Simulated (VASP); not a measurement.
# W3O (Pm-3m) in VASP: notebook

Runs on W3O. Level: PBE. Tasks: single point.

Everything below comes from runs of VASP 6.6.1. Logs are shortened: lines on timing, memory, paths and dates and some standing lists are left out, and cuts for length are marked.

### 1 The cell of the first run

The structure is cubic, space group Pm-3m (No. 221). Conventional cell: a = 3.886 Å, b = 3.886 Å, c = 3.886 Å, α = 90.00°, β = 90.00°, γ = 90.00°. W (site symmetry 4/mmm) has 8 W at 2.75 Å and 4 O at 2.75 Å within 3.6 Å. Within 3.6 Å of O (site symmetry m-3m) lie 12 W at 2.75 Å.

### 2 Single point, PBE

INCAR reads:

```
ALGO     = Normal         # electronic algorithm
EDIFF    = 1E-6           # SCF threshold, eV
ENCUT    = 520            # plane-wave cutoff, eV
GGA      = PE             # functional
ISIF     = 2              # what is computed and relaxed
ISMEAR   = 0              # smearing method
LASPH    = True           # aspherical terms in the spheres
LCHARG   = False          # write CHGCAR
LREAL    = False          # projectors in reciprocal space
LWAVE    = False          # write WAVECAR
NBANDS   = 32             # bands
NELM     = 100            # most SCF steps
PREC     = Accurate       # precision mode
SIGMA    = 0.1            # smearing width, eV
```

KPOINTS reads:

```
k-points
0
Gamma
  4 4 4
```

POSCAR reads:

```
W3O
1.0
    3.8864332523      0.0000000000      0.0000000000
    0.0000000000      3.8864332523      0.0000000000
    0.0000000000      0.0000000000      3.8864332523
W O
3 1
Direct
    0.0000000000      0.5000000000      0.5000000000
    0.5000000000      0.0000000000      0.5000000000
    0.5000000000      0.5000000000      0.0000000000
    0.0000000000      0.0000000000      0.0000000000
```

Potentials or basis: VASP PAW PBE potentials, release 64 (W_sv, O).

Run with:

```console
> cat potpaw_PBE.64/W_sv/POTCAR potpaw_PBE.64/O/POTCAR > POTCAR
> mpirun -np 1 vasp_std > vasp.out
```

OUTCAR:

```text
EDIFF = 1E-6
   ENCUT = 520
   GGA = PE
   ISIF = 2
   ISMEAR = 0
   LASPH = True
   LREAL = False
   NELM = 100
   PREC = Accurate

 ion  position               nearest neighbor table
   1  0.000  0.500  0.500-   2 2.75   3 2.75   3 2.75   2 2.75   2 2.75   3 2.75   3 2.75   2 2.75

   2  0.500  0.000  0.500-   1 2.75   3 2.75   3 2.75   1 2.75   3 2.75   3 2.75   1 2.75   1 2.75

   3  0.500  0.500  0.000-   1 2.75   2 2.75   1 2.75   2 2.75   2 2.75   2 2.75   1 2.75   1 2.75

   4  0.000  0.000  0.000-

  LATTYP: Found a simple cubic cell.
 ALAT       =     3.8864332523

  Lattice vectors:

 A1 = (   3.8864332523,   0.0000000000,   0.0000000000)
 A2 = (   0.0000000000,   3.8864332523,   0.0000000000)
 A3 = (   0.0000000000,   0.0000000000,   3.8864332523)

Analysis of symmetry for initial positions (statically):
=====================================================================
 Subroutine PRICEL returns:
 Original cell was already a primitive cell.

 Routine SETGRP: Setting up the symmetry group for a
 simple cubic supercell.

 Subroutine GETGRP returns: Found 48 space group operations
 (whereof 48 operations were pure point group operations)
 out of a pool of 48 trial point group operations.

The static configuration has the point symmetry O_h .

Analysis of symmetry for dynamics (positions and initial velocities):
=====================================================================
 Subroutine PRICEL returns:
 Original cell was already a primitive cell.

 Routine SETGRP: Setting up the symmetry group for a
 simple cubic supercell.

 Subroutine GETGRP returns: Found 48 space group operations
 (whereof 48 operations were pure point group operations)
 out of a pool of 48 trial point group operations.

The dynamic configuration has the point symmetry O_h .

 Subroutine INISYM returns: Found 48 space group operations
 (whereof 48 operations are pure point group operations),
 and found     1 'primitive' translations

----------------------------------------------------------------------------------------

                                     Primitive cell

  volume of cell :      58.7021

  direct lattice vectors                    reciprocal lattice vectors
[... 73 lines left out ...]
   LASPH  =      T    aspherical Exc in radial PAW
   ENCUT  =  520.0 eV  38.22 Ry    6.18 a.u.   7.23  7.23  7.23*2*pi/ulx,y,z
   NELM   =    100;   NELMIN=  2; NELMDL= -5     # of ELM steps
   EDIFF  = 0.1E-05   stopping-criterion for ELM
   LREAL  =      F    real-space projection
   EDIFFG = 0.1E-04   stopping-criterion for IOM
   NSW    =      0    number of steps for IOM
   IBRION =     -1    ionic relax: 0-MD 1-quasi-New 2-CG
   NFREE  =      0    steps in history (QN), initial steepest desc. (CG)
   ISIF   =      2    stress and relaxation
   ISYM   =      2    0-nonsym 1-usesym 2-fastsym
   POTIM  = 0.5000    time-step for ionic-motion
   TEBEG  =    0.0;   TEEND  =   0.0 temperature during run
   PSTRESS=    0.0 pullay stress
   NELECT =      48.0000    total number of electrons
   NUPDOWN=      -1.0000    fix difference up-down
   EMIN   =  10.00;   EMAX   =-10.00  energy-range for DOS
   EFERMI =   0.00;   METHOD = LEGACY
   ISMEAR =     0;   SIGMA  =   0.10  broadening in eV -4-tet -1-fermi 0-gaus
   EFERMI_NEDOS =   21; number of points for ismear=-14 and -15
   IALGO  =     38    algorithm
   IMIX   =      4    mixing-type and parameters
     AMIX     =   0.40;   BMIX     =  1.00
     AMIX_MAG =   1.60;   BMIX_MAG =  1.00
  volume/ion in A,a.u.               =      14.68        99.04
  Fermi-wavevector in a.u.,A,eV,Ry     =   1.530867  2.892919 31.885970  2.343553
  Thomas-Fermi vector in A             =   2.638290
   LORBIT       =      0    0 simple, 1 ext, 2 COOP (PROOUT), +10 PAW based schemes
   GGA     = PE    functional components
   LHFCALC =     F    Hartree Fock is set to
   AEXX    =    0.0000 exact exchange contribution
   IVDW    =     0    specifies the selected vdW correction
   LEPSILON=     F    determine dielectric tensor
   LRPA    =     F    only Hartree local field effects (RPA)
 non-spin polarized calculation
 Gauss-broadening in eV      SIGMA  =   0.10
  energy-cutoff  :      520.00
  volume of cell :       58.70
 maximum number of plane-waves:      1596
 NGX is ok and might be reduce to    30
   NGX = 15   NGY = 15   NGZ = 15

 number of electron      48.0000011 magnetization

 Free energy of the ion-electron system (eV)
  ---------------------------------------------------
  ext. energy  EPLUGINS =         0.00000000
  ---------------------------------------------------
  free energy    TOTEN  =       -40.25047169 eV

  energy without entropy =      -40.23506736  energy(sigma->0) =      -40.24276952

 E-fermi :  10.0765     XC(G=0): -13.0144

 val. band max:       10.0117141571   @ k =   0.5000   0.0000   0.0000
 cond. band min:      10.1236652152   @ k =   0.2500   0.2500   0.2500
 fundamental gap:      0.1119510580
 Fermi energy:        10.0764716225

 k-point     1 :       0.0000    0.0000    0.0000
  band No.  band energies     occupation
      1     -64.4156      2.00000
      2     -64.2458      2.00000
      3     -64.2458      2.00000
      4     -29.0938      2.00000
      5     -29.0938      2.00000
      6     -29.0938      2.00000
[... 339 lines left out ...]
     31      14.8420      0.00000
     32      14.8420      0.00000

------------------------ aborting loop because EDIFF is reached ----------------------------------------

  FORCE on cell =-STRESS in cart. coord.  units (eV):
  Direction    XX          YY          ZZ          XY          YZ          ZX
  --------------------------------------------------------------------------------------
  -------------------------------------------------------------------------------------
  Total        0.2467356      0.2467356      0.2467356     -0.0000000     -0.0000000     -0.0000000
  in kB        6.7342414      6.7342414      6.7342414     -0.0000000     -0.0000000     -0.0000000
  external PRESSURE =       6.7342414 kB  Pullay stress =       0.0000000 kB

 VOLUME and BASIS-vectors are now :
 -----------------------------------------------------------------------------
  energy-cutoff  :      520.00
  volume of cell :       58.70
      direct lattice vectors                 reciprocal lattice vectors
     3.886433252  0.000000000  0.000000000     0.257305332  0.000000000  0.000000000
     0.000000000  3.886433252  0.000000000     0.000000000  0.257305332  0.000000000
     0.000000000  0.000000000  3.886433252     0.000000000  0.000000000  0.257305332

 POSITION                                       TOTAL-FORCE (eV/Angst)
 -----------------------------------------------------------------------------------
      0.00000      1.94322      1.94322         0.000000      0.000000      0.000000
      1.94322      0.00000      1.94322         0.000000      0.000000      0.000000
      1.94322      1.94322      0.00000         0.000000      0.000000      0.000000
      0.00000      0.00000      0.00000         0.000000      0.000000      0.000000
 -----------------------------------------------------------------------------------
    total drift:                                0.000000      0.000000     -0.000000

  FREE ENERGIE OF THE ION-ELECTRON SYSTEM (eV)
  ---------------------------------------------------
  free  energy   TOTEN  =       -40.2504716890 eV

  energy  without entropy=      -40.2350673565  energy(sigma->0) =      -40.24276952
```

OSZICAR:

```text
N       E                     dE             d eps       ncg     rms          rms(c)
DAV:   1     0.576962081326E+03    0.57696E+03   -0.27661E+04   640   0.172E+03
DAV:   2    -0.134697977079E+02   -0.59043E+03   -0.56669E+03   728   0.536E+02
DAV:   3    -0.420954689667E+02   -0.28626E+02   -0.27294E+02   768   0.114E+02
DAV:   4    -0.426596115196E+02   -0.56414E+00   -0.56113E+00   696   0.158E+01
DAV:   5    -0.426691921341E+02   -0.95806E-02   -0.95755E-02   736   0.204E+00    0.305E+01
DAV:   6    -0.414564142173E+02    0.12128E+01   -0.81139E+00   760   0.201E+01    0.142E+01
DAV:   7    -0.406715567306E+02    0.78486E+00   -0.49463E+00   800   0.104E+01    0.865E+00
DAV:   8    -0.402472052306E+02    0.42435E+00   -0.95180E-01   744   0.682E+00    0.866E-01
DAV:   9    -0.402526993663E+02   -0.54941E-02   -0.11494E-01   664   0.167E+00    0.662E-01
DAV:  10    -0.402504617347E+02    0.22376E-02   -0.46603E-03   664   0.570E-01    0.151E-01
DAV:  11    -0.402504940193E+02   -0.32285E-04   -0.63892E-04   720   0.138E-01    0.738E-02
DAV:  12    -0.402504752494E+02    0.18770E-04   -0.10625E-04   696   0.575E-02    0.188E-02
DAV:  13    -0.402504721735E+02    0.30759E-05   -0.62785E-06   592   0.150E-02    0.152E-02
DAV:  14    -0.402504716890E+02    0.48452E-06   -0.35544E-06   576   0.952E-03
   1 F= -.40250472E+02 E0= -.40242770E+02  d E =-.154043E-01
```

Wall time 12 s (1 thread of Intel Xeon 6975P-C (Granite Rapids), shared host); peak memory 0.17 GiB.

Results:

```yaml
Free_energy: -40.2505 eV
Pressure: 0.7 GPa
Band_gap_on_the_k_mesh: zero (band 24 reaches 11.06 eV, above the bottom of band 25 at 9.22 eV)
```

Caveat: the k points lie up to 0.40 Å⁻¹ apart; spin-orbit coupling is left out, which moves the levels of the heavy elements.

### 3 Single point, PBE

This run uses another cell than the first one, of 13.58 Å³/atom, 0.926 times its volume.

INCAR reads:

```
SYSTEM = W3O
PREC = Accurate
ENCUT = 520
EDIFF = 1E-6
ISMEAR = 0
SIGMA = 0.1
LREAL = .False.
LASPH = .True.
NELM = 80
ALGO = Normal
ISIF = 2
LWAVE = .False.
LCHARG = .True.
GGA = PE
LELF = .True.
LVHAR = .True.
NBANDS = 32
```

KPOINTS reads:

```
Automatic mesh
0
Gamma
  6 6 6
  0 0 0
```

POSCAR reads:

```
W3O
1.0
    3.7874369900      0.0000000000      0.0000000000
    0.0000000000      3.7874369900      0.0000000000
    0.0000000000      0.0000000000      3.7874369900
W O
3 1
Direct
    0.0000000000      0.5000000000      0.5000000000
    0.5000000000      0.0000000000      0.5000000000
    0.5000000000      0.5000000000      0.0000000000
    0.0000000000      0.0000000000      0.0000000000
```

Potentials or basis: VASP PAW PBE potentials, release 64 (W_sv, O).

Run with:

```console
> cat potpaw_PBE.64/W_sv/POTCAR potpaw_PBE.64/O/POTCAR > POTCAR
> mpirun -np 1 vasp_std > vasp.out
```

OUTCAR:

```text
SYSTEM = W3O
   PREC = Accurate
   ENCUT = 520
   EDIFF = 1E-6
   ISMEAR = 0
   LREAL = .False.
   LASPH = .True.
   NELM = 80
   ISIF = 2
   GGA = PE

 ion  position               nearest neighbor table
   1  0.000  0.500  0.500-   2 2.68   3 2.68   4 2.68   3 2.68   4 2.68   2 2.68   4 2.68   4 2.68
                             2 2.68   3 2.68   3 2.68   2 2.68
   2  0.500  0.000  0.500-   1 2.68   3 2.68   4 2.68   3 2.68   4 2.68   1 2.68   3 2.68   3 2.68
                             1 2.68   4 2.68   4 2.68   1 2.68
   3  0.500  0.500  0.000-   1 2.68   2 2.68   4 2.68   1 2.68   2 2.68   2 2.68   4 2.68   2 2.68
                             1 2.68   4 2.68   1 2.68   4 2.68
   4  0.000  0.000  0.000-   1 2.68   2 2.68   3 2.68   1 2.68   2 2.68   1 2.68   3 2.68   1 2.68
                             2 2.68   3 2.68   2 2.68   3 2.68

  LATTYP: Found a simple cubic cell.
 ALAT       =     3.7874369900

  Lattice vectors:

 A1 = (   3.7874369900,   0.0000000000,   0.0000000000)
 A2 = (   0.0000000000,   3.7874369900,   0.0000000000)
 A3 = (   0.0000000000,   0.0000000000,   3.7874369900)

Analysis of symmetry for initial positions (statically):
=====================================================================
 Subroutine PRICEL returns:
 Original cell was already a primitive cell.

 Routine SETGRP: Setting up the symmetry group for a
[... 171 lines left out ...]
 fundamental gap:      0.1265601925
 Fermi energy:        11.2934750929

 k-point     1 :       0.0000    0.0000    0.0000
  band No.  band energies     occupation
      1     -63.2239      2.00000
      2     -62.9867      2.00000
      3     -62.9867      2.00000
      4     -28.0863      2.00000
      5     -28.0863      2.00000
      6     -28.0863      2.00000
[... 689 lines left out ...]
     31      16.4525      0.00000
     32      16.4525      0.00000

------------------------ aborting loop because EDIFF is reached ----------------------------------------

  FORCE on cell =-STRESS in cart. coord.  units (eV):
  Direction    XX          YY          ZZ          XY          YZ          ZX
  --------------------------------------------------------------------------------------
  -------------------------------------------------------------------------------------
  Total        7.7412249      7.7412249      7.7412249      0.0000000      0.0000000      0.0000000
  in kB      228.2884911    228.2884911    228.2884911      0.0000000      0.0000000      0.0000000
  external PRESSURE =     228.2884911 kB  Pullay stress =       0.0000000 kB

 VOLUME and BASIS-vectors are now :
 -----------------------------------------------------------------------------
  energy-cutoff  :      520.00
  volume of cell :       54.33
      direct lattice vectors                 reciprocal lattice vectors
     3.787436990  0.000000000  0.000000000     0.264030795  0.000000000  0.000000000
     0.000000000  3.787436990  0.000000000     0.000000000  0.264030795  0.000000000
     0.000000000  0.000000000  3.787436990     0.000000000  0.000000000  0.264030795

 POSITION                                       TOTAL-FORCE (eV/Angst)
 -----------------------------------------------------------------------------------
      0.00000      1.89372      1.89372         0.000000      0.000000      0.000000
      1.89372      0.00000      1.89372         0.000000      0.000000      0.000000
      1.89372      1.89372      0.00000         0.000000      0.000000      0.000000
      0.00000      0.00000      0.00000         0.000000      0.000000      0.000000
 -----------------------------------------------------------------------------------
    total drift:                                0.000000      0.000000      0.000000

  FREE ENERGIE OF THE ION-ELECTRON SYSTEM (eV)
  ---------------------------------------------------
  free  energy   TOTEN  =       -39.8898521895 eV

  energy  without entropy=      -39.8781947830  energy(sigma->0) =      -39.88402349
```

OSZICAR:

```text
N       E                     dE             d eps       ncg     rms          rms(c)
DAV:   1     0.573064161805E+03    0.57306E+03   -0.27697E+04  1280   0.176E+03
DAV:   2    -0.120737799612E+02   -0.58514E+03   -0.56170E+03  1424   0.541E+02
DAV:   3    -0.413278656666E+02   -0.29254E+02   -0.27637E+02  1536   0.116E+02
DAV:   4    -0.419603569726E+02   -0.63249E+00   -0.62727E+00  1352   0.166E+01
DAV:   5    -0.419698376184E+02   -0.94806E-02   -0.94334E-02  1520   0.198E+00    0.349E+01
DAV:   6    -0.408237171815E+02    0.11461E+01   -0.62463E+00  1512   0.187E+01    0.163E+01
DAV:   7    -0.403172781507E+02    0.50644E+00   -0.30619E+00  1664   0.106E+01    0.994E+00
DAV:   8    -0.398858203543E+02    0.43146E+00   -0.87727E-01  1576   0.687E+00    0.821E-01
DAV:   9    -0.398931416439E+02   -0.73213E-02   -0.12639E-01  1304   0.188E+00    0.624E-01
DAV:  10    -0.398900328282E+02    0.31088E-02   -0.49725E-03  1472   0.550E-01    0.222E-01
DAV:  11    -0.398898955047E+02    0.13732E-03   -0.94494E-04  1304   0.175E-01    0.979E-02
DAV:  12    -0.398898565248E+02    0.38980E-04   -0.24776E-04  1416   0.910E-02    0.223E-02
DAV:  13    -0.398898519844E+02    0.45404E-05   -0.17138E-05  1240   0.256E-02    0.117E-02
DAV:  14    -0.398898521895E+02   -0.20519E-06   -0.25678E-06  1136   0.793E-03
   1 F= -.39889852E+02 E0= -.39884023E+02  d E =-.116574E-01
```

stdout:

```text
POSCAR found type information on POSCAR W O
 POSCAR found :  2 types and       4 ions
 scaLAPACK will be used
 LDA part: xc-table for (Slater+PW92), standard interpolation
 POSCAR, INCAR and KPOINTS ok, starting setup
 FFT: planning ... GRIDC
 FFT: planning ... GRID_SOFT
 FFT: planning ... GRID
 WAVECAR not read
 entering main loop
```

It took 14 s on 1 thread of Intel Xeon 6975P-C (Granite Rapids), shared host; peak memory 0.16 GiB.

What came out:

| Property | Result |
| --- | --- |
| Free energy | -39.8899 eV |
| Pressure | 22.8 GPa |
| Band gap on the k mesh | zero (band 24 reaches 12.26 eV, above the bottom of band 25 at 10.07 eV) |

Levels at points of the mesh, in eV from the Fermi level:
```tsv
k point	band 21	band 22	band 23	band 24	band 25	band 26	band 27	band 28
(0.00, 0.00, 0.00)	-5.11	-5.11	-4.88	0.97	0.97	0.97	3.62	3.62
(0.50, 0.00, 0.00)	-2.16	-1.49	-1.49	-0.99	-0.99	-0.50	-0.22	1.24
(0.50, 0.50, 0.00)	-1.35	-1.35	-0.79	-0.43	-0.43	0.26	0.30	0.78
(0.50, 0.50, 0.50)	-1.85	-1.85	-1.85	0.50	0.50	0.50	0.84	2.20
```

Caveat: spin-orbit coupling is left out, which moves the levels of the heavy elements.
